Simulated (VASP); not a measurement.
Wanted: the native input for a VASP 6.6.1 run.

```yaml
Task: single point
Functional: r2SCAN
Potentials_or_basis: VASP PAW PBE potentials, release 64 (Ni, Ge_d)
Cutoff: 520 eV
k_mesh: 6 × 6 × 6
Occupations: gaussian, width 0.1 eV
Spin: no spin polarisation
Dipole_correction: no
Further_INCAR_settings: ALGO = Normal; EDIFF = 1e-07; NBANDS = 32
```

NiGe:

```
CELL_PARAMETERS angstrom
0.00000 2.97623 2.97623
2.97623 0.00000 2.97623
2.97623 2.97623 0.00000
ATOMIC_POSITIONS crystal
Ni 0.50000 0.50000 0.50000
Ni 0.75000 0.75000 0.75000
Ge 0.00000 0.00000 0.00000
Ge 0.25000 0.25000 0.25000
```

One way to write it, as run:

POSCAR

```
NiGe
1.0
    0.0000000000      2.9762328359      2.9762328359
    2.9762328359      0.0000000000      2.9762328359
    2.9762328359      2.9762328359      0.0000000000
Ni Ge
2 2
Direct
    0.5000000000      0.5000000000      0.5000000000
    0.7500000000      0.7500000000      0.7500000000
    0.0000000000      0.0000000000      0.0000000000
    0.2500000000      0.2500000000      0.2500000000
```

INCAR.step1

```
SYSTEM = NiGe
PREC = Accurate
ENCUT = 520
ISMEAR = 0
SIGMA = 0.1
LREAL = .FALSE.
LASPH = .TRUE.
NELM = 60
NBANDS = 32
GGA = PE
ALGO = Normal
EDIFF = 1E-4
LWAVE = .TRUE.
LCHARG = .FALSE.
```

INCAR.step2

```
SYSTEM = NiGe
PREC = Accurate
ENCUT = 520
EDIFF = 1E-7
ISMEAR = 0
SIGMA = 0.1
LREAL = .FALSE.
LASPH = .TRUE.
NELM = 60
ALGO = Normal
ISIF = 2
LWAVE = .FALSE.
LCHARG = .FALSE.
METAGGA = R2SCAN
LMIXTAU = .TRUE.
NBANDS = 32
ISTART = 1
```

KPOINTS

```
regular mesh
0
G
  6 6 6
  0 0 0
```

Potentials or basis: VASP PAW PBE potentials, release 64 (Ni, Ge_d).

The run is started by

```sh
$ cat potpaw_PBE.64/Ni/POTCAR potpaw_PBE.64/Ge_d/POTCAR > POTCAR
$ cp INCAR.step1 INCAR
$ mpirun -np 1 vasp_std > vasp.out
$ cp INCAR.step2 INCAR
$ mpirun -np 1 vasp_std > vasp.out
```

It gave:

| Quantity | Value |
| --- | --- |
| Pressure | 0.1 GPa |
| Band gap on the k mesh | zero (band 24 reaches 9.95 eV, above the bottom of band 25 at 9.14 eV) |

Caveat: the PAW data sets were made with another functional, which shifts forces and pressure a little.

It took 48 s on 1 thread of Intel(R) Xeon(R) 6975P-C (Granite Rapids) (shared host), peak memory 0.18 GiB.
